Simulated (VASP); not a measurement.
# Ti (P2_1/m) in VASP: a series of runs

Runs on Ti. Level: PBE. Tasks: single point.

Program: VASP 6.6.1. These are calculated values, not measurements. Logs are shortened: lines on timing, memory, paths and dates and some standing lists are left out, and cuts for length are marked.

## (1) The cell of the first run

The structure is monoclinic, space group P2_1/m (No. 11). The conventional cell has a = 2.931 Å, b = 4.686 Å, c = 2.950 Å, α = 90.00°, β = 119.35°, γ = 90.00°. Within 3.8 Å of Ti (site symmetry m) lie 12 Ti at 2.89 to 2.97 Å.

## (2) Single point, PBE (strain +0.0150 x Voigt [0, 0, 0, 0, 0, 1])

File INCAR:

```
  ALGO = Fast
  EDIFF = 1E-6
  ENCUT = 520
  GGA = PE
  ISIF = 2
  ISMEAR = 0
  LASPH = T
  LCHARG = F
  LREAL = F
  LWAVE = F
  NBANDS = 19
  NELM = 80
  PREC = Accurate
  SIGMA = 0.15
```

File KPOINTS:

```
k-points
0
Gamma
  18 18 10
```

File POSCAR:

```
Ti
1.0
    2.9499978604      0.0221249840      0.0000000000
   -1.4558381320      2.5437105962      0.0000000000
    0.0000000000      0.0000000000      4.6860000000
Ti
2
Direct
    0.3333333333      0.6666666667      0.2500000000
    0.6666666667      0.3333333333      0.7500000000
```

Potentials or basis: VASP PAW PBE potentials, release 64 (Ti_sv).

Launch:

```console
> cat potpaw_PBE.64/Ti_sv/POTCAR > POTCAR
> mpirun -np 1 vasp_std > vasp.out
```

OUTCAR:

```text
EDIFF = 1E-6
   ENCUT = 520
   GGA = PE
   ISIF = 2
   ISMEAR = 0
   LASPH = T
   LREAL = F
   NELM = 80
   PREC = Accurate

 ion  position               nearest neighbor table
   1  0.333  0.667  0.250-   2 2.89   2 2.89   2 2.90   2 2.90   2 2.90   2 2.90
   2  0.667  0.333  0.750-   1 2.89   1 2.89   1 2.90   1 2.90   1 2.90   1 2.90

  Warning from LATTYP: Monoclinic adjustment (A1->A3, A2->A1, A3->A2)!
  LATTYP: Found a simple monoclinic cell.
 ALAT       =     2.9308579399
 B/A-ratio  =     1.5988492435
 C/A-ratio  =     1.0065587921
 COS(beta)  =    -0.4902045492

  Lattice vectors:

 A1 = (  -1.4558381320,   2.5437105962,   0.0000000000)
 A2 = (   0.0000000000,   0.0000000000,   4.6860000000)
 A3 = (   2.9499978604,   0.0221249840,   0.0000000000)

Analysis of symmetry for initial positions (statically):
=====================================================================
 Subroutine PRICEL returns:
 Original cell was already a primitive cell.

 Routine SETGRP: Setting up the symmetry group for a
 simple monoclinic supercell.

 Subroutine GETGRP returns: Found  4 space group operations
 (whereof  2 operations were pure point group operations)
 out of a pool of  4 trial point group operations.

The static configuration has the point symmetry S_2 .
 The point group associated with its full space group is C_2h.

Analysis of symmetry for dynamics (positions and initial velocities):
=====================================================================
 Subroutine PRICEL returns:
 Original cell was already a primitive cell.

 Routine SETGRP: Setting up the symmetry group for a
 simple monoclinic supercell.

 Subroutine GETGRP returns: Found  4 space group operations
 (whereof  2 operations were pure point group operations)
 out of a pool of  4 trial point group operations.

The dynamic configuration has the point symmetry S_2 .
 The point group associated with its full space group is C_2h.

 Subroutine INISYM returns: Found  4 space group operations
 (whereof  2 operations are pure point group operations),
 and found     1 'primitive' translations

----------------------------------------------------------------------------------------

                                     Primitive cell

  volume of cell :      35.3144

  direct lattice vectors                    reciprocal lattice vectors
     2.949997860  0.022124984  0.000000000     0.337534442  0.193180589  0.000000000
    -1.455838132  2.543710596  0.000000000    -0.002935847  0.391446214  0.000000000
     0.000000000  0.000000000  4.686000000     0.000000000  0.000000000  0.213401622

[... 84 lines left out ...]
   LREAL  =      F    real-space projection
   EDIFFG = 0.1E-04   stopping-criterion for IOM
   NSW    =      0    number of steps for IOM
   IBRION =     -1    ionic relax: 0-MD 1-quasi-New 2-CG
   NFREE  =      0    steps in history (QN), initial steepest desc. (CG)
   ISIF   =      2    stress and relaxation
   ISYM   =      2    0-nonsym 1-usesym 2-fastsym
   POTIM  = 0.5000    time-step for ionic-motion
   TEBEG  =    0.0;   TEEND  =   0.0 temperature during run
   PSTRESS=    0.0 pullay stress
   NELECT =      24.0000    total number of electrons
   NUPDOWN=      -1.0000    fix difference up-down
   EMIN   =  10.00;   EMAX   =-10.00  energy-range for DOS
   EFERMI =   0.00;   METHOD = LEGACY
   ISMEAR =     0;   SIGMA  =   0.15  broadening in eV -4-tet -1-fermi 0-gaus
   EFERMI_NEDOS =   21; number of points for ismear=-14 and -15
   IALGO  =     68    algorithm
   IMIX   =      4    mixing-type and parameters
     AMIX     =   0.40;   BMIX     =  1.00
     AMIX_MAG =   1.60;   BMIX_MAG =  1.00
  volume/ion in A,a.u.               =      17.66       119.16
  Fermi-wavevector in a.u.,A,eV,Ry     =   1.439333  2.719945 28.186911  2.071679
  Thomas-Fermi vector in A             =   2.558200
   LORBIT       =      0    0 simple, 1 ext, 2 COOP (PROOUT), +10 PAW based schemes
   GGA     = PE    functional components
   LHFCALC =     F    Hartree Fock is set to
   AEXX    =    0.0000 exact exchange contribution
   IVDW    =     0    specifies the selected vdW correction
   LEPSILON=     F    determine dielectric tensor
   LRPA    =     F    only Hartree local field effects (RPA)
 non-spin polarized calculation
 RMM-DIIS sequential band-by-band and
 Gauss-broadening in eV      SIGMA  =   0.15
  energy-cutoff  :      520.00
  volume of cell :       35.31
 maximum number of plane-waves:       982
 NGX is ok and might be reduce to    24
   NGX = 11   NGY = 11   NGZ = 17

 number of electron      24.0000001 magnetization

 Free energy of the ion-electron system (eV)
  ---------------------------------------------------
  ext. energy  EPLUGINS =         0.00000000
  ---------------------------------------------------
  free energy    TOTEN  =       -15.67840907 eV

  energy without entropy =      -15.65451742  energy(sigma->0) =      -15.66646325

 E-fermi :   8.1609     XC(G=0): -11.4201

 val. band max:        8.1606627721   @ k =   0.2222   0.4444   0.3000
 cond. band min:       8.1609528098   @ k =  -0.1667   0.2222   0.3000
 fundamental gap:      0.0002900377
 Fermi energy:         8.1609161784

 k-point     1 :       0.0000    0.0000    0.0000
  band No.  band energies     occupation
      1     -48.7246      2.00000
      2     -48.5981      2.00000
      3     -25.2913      2.00000
      4     -24.6876      2.00000
      5     -24.6744      2.00000
      6     -24.6243      2.00000
[... 505 lines left out ...]
      6     -24.7394      2.00000
[... 11 lines left out ...]
     18      10.4970      0.00000
     19      11.5225      0.00000

 [... further k-points ...]

------------------------ aborting loop because EDIFF is reached ----------------------------------------

  FORCE on cell =-STRESS in cart. coord.  units (eV):
  Direction    XX          YY          ZZ          XY          YZ          ZX
  --------------------------------------------------------------------------------------
  -------------------------------------------------------------------------------------
  Total       -0.4527217     -0.4492717     -0.5589261     -0.2075826      0.0000000      0.0000000
  in kB      -20.5395087    -20.3829826    -25.3578895     -9.4178028      0.0000000      0.0000000
  external PRESSURE =     -22.0934603 kB  Pullay stress =       0.0000000 kB

 VOLUME and BASIS-vectors are now :
 -----------------------------------------------------------------------------
  energy-cutoff  :      520.00
  volume of cell :       35.31
      direct lattice vectors                 reciprocal lattice vectors
     2.949997860  0.022124984  0.000000000     0.337534442  0.193180589  0.000000000
    -1.455838132  2.543710596  0.000000000    -0.002935847  0.391446214  0.000000000
     0.000000000  0.000000000  4.686000000     0.000000000  0.000000000  0.213401622

 POSITION                                       TOTAL-FORCE (eV/Angst)
 -----------------------------------------------------------------------------------
      0.01277      1.70318      1.17150        -0.040356      0.000772      0.000000
      1.48139      0.86265      3.51450         0.040356     -0.000772      0.000000
 -----------------------------------------------------------------------------------
    total drift:                               -0.000000      0.000000     -0.000000

  FREE ENERGIE OF THE ION-ELECTRON SYSTEM (eV)
  ---------------------------------------------------
  free  energy   TOTEN  =       -15.6784090729 eV

  energy  without entropy=      -15.6545174207  energy(sigma->0) =      -15.66646325
```

It took 20 min on 1 thread of Oxide Virtual Turin-like, shared host; peak memory 0.56 GiB.

Results:

- Free energy: -15.6784 eV
- Pressure: -2.2 GPa
- Largest force: 0.040 eV/Å
- Band gap on the k mesh: zero (bands 12 and 13 overlap by 1.04 eV)

Forces on the atoms (eV/Å):
```
Ti  -0.040  0.001  0.000
Ti   0.040 -0.001  0.000
```

Stress tensor (GPa, compression positive):
```
-2.05 -0.94  0.00
-0.94 -2.04  0.00
 0.00  0.00 -2.54
```

Levels at points of the mesh, in eV from the Fermi level:
```
           k point  band 8  band 9  band 10  band 11  band 12  band 13  band 14  band 15  band 16  band 17
(0.00, 0.00, 0.00)  -32.74   -6.17    -2.65     0.68     0.70     0.86     0.86     1.17     1.33     1.59
(0.50, 0.00, 0.00)  -32.81   -2.33    -2.10    -1.80    -0.68     0.55     0.60     1.09     3.26     3.49
(0.00, 0.50, 0.00)  -32.82   -2.32    -2.10    -1.80    -0.63     0.48     0.62     1.14     3.28     3.49
(0.50, 0.50, 0.00)  -32.83   -2.31    -2.11    -1.80    -0.58     0.43     0.63     1.19     3.30     3.48
(0.00, 0.00, 0.50)  -32.79   -4.34    -4.34     0.07     0.07     0.60     0.60     0.76     0.76     2.72
(0.50, 0.00, 0.50)  -32.89   -2.51    -2.51    -0.81    -0.81     1.23     1.23     1.75     1.75     3.40
(0.00, 0.50, 0.50)  -32.90   -2.50    -2.50    -0.80    -0.80     1.29     1.29     1.71     1.71     3.41
(0.50, 0.50, 0.50)  -32.91   -2.49    -2.49    -0.79    -0.79     1.34     1.34     1.66     1.66     3.43
```

Caveat: the cell differs from its parent crystal (strain +0.0150 x Voigt [0, 0, 0, 0, 0, 1]).

## (3) Single point, PBE (strain +0.0375 x Voigt [0, 0, 0, 0, 0, 1])

File INCAR:

```
SYSTEM = Ti
PREC = Accurate ; ENCUT = 520
EDIFF = 1E-6 ; ISMEAR = 0
SIGMA = 0.15 ; LREAL = .FALSE.
LASPH = .TRUE. ; NELM = 80
ALGO = Fast ; ISIF = 2
LWAVE = .FALSE. ; LCHARG = .FALSE.
GGA = PE ; NBANDS = 19
```

File KPOINTS:

```
Automatic mesh
0
G
  18 18 10
  0 0 0
```

File POSCAR:

```
Ti
1.0
    2.9499978604      0.0553124599      0.0000000000
   -1.4270969348      2.5271168583      0.0000000000
    0.0000000000      0.0000000000      4.6860000000
Ti
2
Direct
    0.3333333333      0.6666666667      0.2500000000
    0.6666666667      0.3333333333      0.7500000000
```

Potentials or basis: VASP PAW PBE potentials, release 64 (Ti_sv).

Launch:

```console
> cat potpaw_PBE.64/Ti_sv/POTCAR > POTCAR
> mpirun -np 1 vasp_std > vasp.out
```

OUTCAR:

```text
SYSTEM = Ti
   PREC = Accurate
   ENCUT = 520
   EDIFF = 1E-6
   ISMEAR = 0
   LREAL = .FALSE.
   LASPH = .TRUE.
   NELM = 80
   ISIF = 2
   GGA = PE

 ion  position               nearest neighbor table
   1  0.333  0.667  0.250-   2 2.88   2 2.88   2 2.90   2 2.90   2 2.91   2 2.91
   2  0.667  0.333  0.750-   1 2.88   1 2.88   1 2.90   1 2.90   1 2.91   1 2.91

  Warning from LATTYP: Monoclinic adjustment (A1->A3, A2->A1, A3->A2)!
  LATTYP: Found a simple monoclinic cell.
 ALAT       =     2.9022276404
 B/A-ratio  =     1.6146217942
 C/A-ratio  =     1.0166385049
 COS(beta)  =    -0.4753145517

  Lattice vectors:
[... 721 lines left out ...]

  FORCE on cell =-STRESS in cart. coord.  units (eV):
  Direction    XX          YY          ZZ          XY          YZ          ZX
  --------------------------------------------------------------------------------------
  -------------------------------------------------------------------------------------
  Total       -0.4397399     -0.4164122     -0.5673285     -0.5127519      0.0000000      0.0000000
  in kB      -19.9564290    -18.8977623    -25.7466983    -23.2698857      0.0000000      0.0000000
  external PRESSURE =     -21.5336298 kB  Pullay stress =       0.0000000 kB

 VOLUME and BASIS-vectors are now :
 -----------------------------------------------------------------------------
  energy-cutoff  :      520.00
  volume of cell :       35.30
      direct lattice vectors                 reciprocal lattice vectors
     2.949997860  0.055312460  0.000000000     0.335431620  0.189422755  0.000000000
    -1.427096935  2.527116858  0.000000000    -0.007341785  0.391561854  0.000000000
     0.000000000  0.000000000  4.686000000     0.000000000  0.000000000  0.213401622

 POSITION                                       TOTAL-FORCE (eV/Angst)
 -----------------------------------------------------------------------------------
      0.03193      1.70318      1.17150        -0.100002      0.004858      0.000000
      1.49097      0.87925      3.51450         0.100002     -0.004858      0.000000
 -----------------------------------------------------------------------------------
    total drift:                               -0.000000      0.000000     -0.000000

  FREE ENERGIE OF THE ION-ELECTRON SYSTEM (eV)
  ---------------------------------------------------
  free  energy   TOTEN  =       -15.6703779220 eV

  energy  without entropy=      -15.6458604188  energy(sigma->0) =      -15.65811917
```

OSZICAR:

```text
N       E                     dE             d eps       ncg     rms          rms(c)
DAV:   1     0.264940106608E+03    0.26494E+03   -0.13073E+04 37443   0.157E+03
DAV:   2     0.127169310908E+02   -0.25222E+03   -0.24823E+03 38401   0.441E+02
DAV:   3    -0.164804288943E+02   -0.29197E+02   -0.28843E+02 69958   0.124E+02
[... 28 lines left out ...]
RMM:  32    -0.156703744308E+02   -0.13883E-05   -0.17551E-05 42481   0.175E-02    0.323E-02
RMM:  33    -0.156703757494E+02   -0.13185E-05   -0.16548E-05 41593   0.159E-02    0.328E-02
RMM:  34    -0.156703764870E+02   -0.73764E-06   -0.10732E-05 44142   0.149E-02    0.329E-02
RMM:  35    -0.156703773505E+02   -0.86344E-06   -0.10822E-05 40049   0.135E-02    0.334E-02
RMM:  36    -0.156703779220E+02   -0.57156E-06   -0.74931E-06 38262   0.124E-02
   1 F= -.15670378E+02 E0= -.15658119E+02  d E =-.245175E-01
```

Wall time 32 min (1 thread of Oxide Virtual Turin-like, shared host); peak memory 0.57 GiB.

Results:

```yaml
Free_energy: -15.6704 eV
Pressure: -2.2 GPa
Largest_force: 0.100 eV/Å
Band_gap_on_the_k_mesh: zero (bands 12 and 13 overlap by 1.04 eV)
```

Forces in eV/Å, atoms in the order of the input:
```
Ti  -0.100  0.005  0.000
Ti   0.100 -0.005  0.000
```

Stress tensor (GPa, compression positive):
```
-2.00 -2.33  0.00
-2.33 -1.89  0.00
 0.00  0.00 -2.57
```

Caveat: the cell differs from its parent crystal (strain +0.0375 x Voigt [0, 0, 0, 0, 0, 1]).
